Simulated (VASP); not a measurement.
Write the native input for VASP 6.6.1 that does the following.

* Task: relaxation of cell and atoms
* Functional: PBE
* Dispersion: D3(BJ)
* Potentials or basis: VASP PAW PBE potentials, release 64 (Ba_sv, Hf_pv, O)
* Cutoff: 600 eV
* k mesh: 6 × 6 × 6
* Occupations: gaussian, width 0.02 eV
* Spin: no spin polarisation
* Dipole correction: no
* Further INCAR settings: ALGO = Normal; EDIFF = 1e-07; IBRION = 2; EDIFFG = -0.01; NSW = 100; ISIF = 3

The structure of BaHfO3 lies in POSCAR:

```
BaHfO3
1.0
    4.1695666300      0.0000000000      0.0000000000
    0.0000000000      4.1695666300      0.0000000000
    0.0000000000      0.0000000000      4.1703767800
Ba Hf O
1 1 3
Direct
    0.5000000000      0.5000000000      0.9964249700
    0.0000000000      0.0000000000      0.4978753300
    0.0000000000      0.5000000000      0.4988901300
    0.5000000000      0.0000000000      0.4988901300
    0.0000000000      0.0000000000      0.9979412000
```

These files were run (other wordings do the same):

INCAR

```
SYSTEM = BaHfO3
PREC     = Accurate       ! precision mode
ENCUT    = 600            ! plane-wave cutoff, eV
EDIFF    = 1E-7           ! SCF threshold, eV
ISMEAR   = 0              ! smearing method
SIGMA    = 0.02           ! smearing width, eV
LREAL    = .FALSE.        ! projectors in reciprocal space
LASPH    = .TRUE.         ! aspherical terms in the spheres
NELM     = 100            ! most SCF steps
ALGO     = Normal         ! electronic algorithm
ISIF     = 3              ! what is computed and relaxed
LWAVE    = .FALSE.        ! write WAVECAR
LCHARG   = .FALSE.        ! write CHGCAR
GGA      = PE             ! functional
IVDW     = 12             ! dispersion correction
IBRION   = 2              ! ionic algorithm
NSW      = 100            ! ionic steps
EDIFFG   = -0.01          ! ionic threshold
```

KPOINTS

```
regular mesh
0
G
  6 6 6
  0 0 0
```

Potentials or basis: VASP PAW PBE potentials, release 64 (Ba_sv, Hf_pv, O).

Command:

```sh
$ cat potpaw_PBE.64/Ba_sv/POTCAR potpaw_PBE.64/Hf_pv/POTCAR potpaw_PBE.64/O/POTCAR > POTCAR
$ mpirun -np 1 vasp_std > vasp.out
```

It gave:

```
Relaxed volume                        : 14.59 Å³/atom
Relaxed cell                          : a = 4.178 Å, b = 4.178 Å, c = 4.178 Å, α = 90.00°, β = 90.00°, γ = 90.00°
Space group after relaxing (to 0.1 Å) : Pm-3m (No. 221)
Energy gained by relaxing             : 0.2 meV/atom
Ionic steps                           : 8
Pressure after relaxing               : -0.1 GPa
Largest force after relaxing          : 0.008 eV/Å
Band gap on the k mesh                : 3.58 eV (least direct gap 3.80 eV)
Dispersion energy per atom            : -0.233 eV
```

Caveat: spin-orbit coupling is left out, which moves the levels of the heavy elements.

Wall time 4.1 min on 1 thread of AMD EPYC 9R14 (Zen 4), on a shared host, peak memory 0.25 GiB.
